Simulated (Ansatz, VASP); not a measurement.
## Two plane-wave programs on Sb

Contents of INCAR:

```
ALGO = Normal ; EDIFF = 1E-7
ENCUT = 520 ; GGA = PS
ISIF = 2 ; ISMEAR = 0
LASPH = True ; LCHARG = False
LREAL = False ; LWAVE = False
NBANDS = 8 ; NELM = 80
PREC = Accurate ; SIGMA = 0.1
```

Contents of KPOINTS:

```
k-points
0
Gamma
  6 6 6
```

The input POSCAR:

```
Sb
1.0
    2.8808410390      0.0000000000      0.0000000000
    0.0000000000      2.8808410390      0.0000000000
    0.0000000000      0.0000000000      2.8808674461
Sb
1
Direct
    0.0000000000      0.0000000000      0.0000000000
```

Input for Ansatz:

```yaml
crystal:
  lattice:
    - [2.880841039, 0.0, 0.0]
    - [0.0, 2.880841039, 0.0]
    - [0.0, 0.0, 2.8808674461]
  atoms:
    - { symbol: Sb, position: [0.0, 0.0, 0.0] }
basis:
  ecutwfc: 420
kpoints:
  mp_grid: { grid: [6, 6, 6] }
hamiltonian:
  xc: pbesol
scf:
  occupations: { method: gaussian, width: 0.1 }
output:
  forces: true
  stress: true
  eigenvalues: true
```

Alike in both runs: task single point; functional PBEsol; k mesh 6 × 6 × 6; occupations gaussian, width 0.1 eV; no spin polarisation.

|  | VASP | Ansatz |
| --- | --- | --- |
| version | VASP 6.6.1 | Ansatz 0.2.0 |
| potentials or method | VASP PAW PBE potentials, release 64 (Sb), cutoff 520 eV | scalar-relativistic, plane waves, PAW |
| valence electrons in the cell | 5 | 15 |

Ansatz gave:

```
gap on the k mesh at the Fermi level (eV) : none
pressure (GPa)                            : 17.7
```

**Question.** What did VASP give for the same quantities?

**Answer.** gap on the k mesh at the Fermi level (eV): none; pressure (GPa): 18.3.

VASP's potentials were made for PBE, not for PBEsol. A gap of «none» marks a metal or a gap that the smearing closes. The functional is the same, so the differences come from potentials, cutoffs and numerics. VASP's potentials hold 5 valence electrons a cell and Ansatz's 15, so a difference there can come from the potentials and not from the codes. Ansatz's warnings: near symmetry operations not taken.

The k mesh is coarse, so the values compare programs but aren't converged. Spin-orbit coupling is off throughout.
